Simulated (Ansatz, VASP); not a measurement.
**MgS: VASP beside Ansatz**

INCAR

```
SYSTEM = MgS
  PREC = Accurate
  ENCUT = 520
  EDIFF = 1E-7
  ISMEAR = 0
  SIGMA = 0.05
  LREAL = .False.
  LASPH = .True.
  NELM = 100
  ALGO = Normal
  ISIF = 2
  LWAVE = .False.
  LCHARG = .False.
  GGA = PS
  NBANDS = 11
```

The input KPOINTS:

```
Automatic mesh
0
Gamma
  10 10 10
  0 0 0
```

The input POSCAR:

```
MgS
1.0
    0.0000000000      2.5560191935      2.5560191935
    2.5560191935      0.0000000000      2.5560191935
    2.5560191935      2.5560191935      0.0000000000
Mg S
1 1
Direct
    0.0000000000      0.0000000000      0.0000000000
    0.5000000000      0.5000000000      0.5000000000
```

Input for Ansatz:

```yaml
crystal:
  lattice:
    - [0.0, 2.5560191935, 2.5560191935]
    - [2.5560191935, 0.0, 2.5560191935]
    - [2.5560191935, 2.5560191935, 0.0]
  atoms:
    - { symbol: Mg, position: [0.0, 0.0, 0.0] }
    - { symbol: S, position: [0.5, 0.5, 0.5] }
basis:
  ecutwfc: 420
  ecutrho_ratio: 4
kpoints:
  mp_grid: { grid: [10, 10, 10] }
hamiltonian:
  xc: pbesol
scf:
  occupations: { method: gaussian, width: 0.05 }
output:
  forces: true
  stress: true
  eigenvalues: true
```

Alike in both runs: task single point; functional PBEsol; k mesh 10 × 10 × 10; occupations gaussian, width 0.05 eV; no spin polarisation.

|  | VASP | Ansatz |
| --- | --- | --- |
| version | VASP 6.6.1 | Ansatz 0.2.0 |
| potentials or method | VASP PAW PBE potentials, release 64 (Mg, S), cutoff 520 eV | scalar-relativistic, plane waves, PAW |
| valence electrons in the cell | 8 | 16 |

Ansatz gave:

```
gap on the k mesh at the Fermi level (eV) : 2.81
least direct gap on the mesh (eV)         : 4.02
pressure (GPa)                            : 3.5
```

Task: Which values does VASP return?

Result: gap on the k mesh at the Fermi level (eV): 2.81; least direct gap on the mesh (eV): 4.02; pressure (GPa): 3.3.

VASP's potentials were made for PBE, not for PBEsol. With one functional, cell and mesh, what is left measures potentials, basis and numerics. VASP's potentials hold 8 valence electrons a cell and Ansatz's 16, so a difference there can come from the potentials and not from the codes.
